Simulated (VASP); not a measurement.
Wanted: the native input for a VASP 6.6.1 run.

| Quantity | Value |
| --- | --- |
| Task | single point |
| Functional | LDA |
| Potentials or basis | VASP PAW LDA potentials, release 64 (Si, O) |
| Cutoff | 520 eV |
| k mesh | 6 × 6 × 8 |
| Occupations | gaussian, width 0.05 eV |
| Spin | no spin polarisation |
| Dipole correction | no |
| Further INCAR settings | ALGO = Normal; EDIFF = 1e-07; NBANDS = 25 |

The structure of SiO2 lies in POSCAR:

```
SiO2
1.0
    4.0554000000      0.0000000000      0.0000000000
    0.0000000000      4.0554000000      0.0000000000
    0.0000000000      0.0000000000      2.7252000000
Si O
2 4
Direct
    0.5000000000      0.5000000000      0.5000000000
    0.0000000000      0.0000000000      0.0000000000
    0.6944252994      0.6944252994      0.0000000000
    0.1944252994      0.8055747006      0.5000000000
    0.3055747006      0.3055747006      0.0000000000
    0.8055747006      0.1944252994      0.5000000000
```

The input as run:

INCAR

```
SYSTEM = SiO2
PREC = Accurate
ENCUT = 520
EDIFF = 1E-7
ISMEAR = 0
SIGMA = 0.05
LREAL = .False.
LASPH = .True.
NELM = 100
ALGO = Normal
ISIF = 2
LWAVE = .False.
LCHARG = .True.
LELF = .True.
LVHAR = .True.
NBANDS = 25
```

KPOINTS

```
Automatic mesh
0
Gamma
  6 6 8
  0 0 0
```

Potentials or basis: VASP PAW LDA potentials, release 64 (Si, O).

Launch:

```bash
$ cat potpaw_LDA.64/Si/POTCAR potpaw_LDA.64/O/POTCAR > POTCAR
$ mpirun -np 1 vasp_std > vasp.out
```

It gave:

```
Pressure               : 8.2 GPa
Largest force          : 0.380 eV/Å
Band gap on the k mesh : 5.84 eV, direct
```

Run time: 71 s on 1 thread of AMD EPYC 7R13 (shared host), peak memory 0.13 GiB.
